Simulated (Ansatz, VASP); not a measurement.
**Two plane-wave programs on FePt2**

```xyz
6
Lattice="4.7792 0.0000 0.0000 -2.3896 4.1389 0.0000 0.0000 0.0000 4.4620" Properties=species:S:1:pos:R:3 pbc="T T T"
Fe    2.3896    1.3796    2.2310
Fe    0.0000    2.7593    2.2310
Pt    3.1487    0.0000    0.0000
Pt    0.8153    1.4121    0.0000
Pt   -1.5744    2.7269    0.0000
Pt    0.0000    0.0000    2.2310
```

Alike in both runs: functional PBE; k mesh 6 × 6 × 4; occupations gaussian, width 0.1 eV; collinear spin.

Ansatz relaxed the structure, and its values are those at the end. VASP's run is a single point on that final structure, the one shown.

```csv
,VASP,Ansatz
version,VASP 6.6.1,Ansatz 0.2.0
potentials or method,"VASP PAW PBE potentials, release 64 (Fe, Pt), cutoff 520 eV","scalar-relativistic, plane waves, PAW"
valence electrons in the cell,56,104
```

|  | VASP | Ansatz | Ansatz less VASP |
| --- | --- | --- | --- |
| gap on the k mesh at the Fermi level (eV) | none | none | - |
| pressure (GPa) | -0.5 | -0.1 | +0.43 |
| rms of the force components (eV/Å) | 0.006 | 0.004 | -0.0027 |
| net moment per atom (μB) | 1.27 | 1.27 | +0.001 |
| size of the moment on the site where the two differ most (μB) | 3.10 | 3.14 | +0.041 |

Site moments also hang on the region over which each program counts them. A gap of «none» marks a metal or a gap that the smearing closes. VASP's potentials hold 56 valence electrons a cell and Ansatz's 104, so a difference there can come from the potentials and not from the codes.

Neither program's run includes spin-orbit coupling.
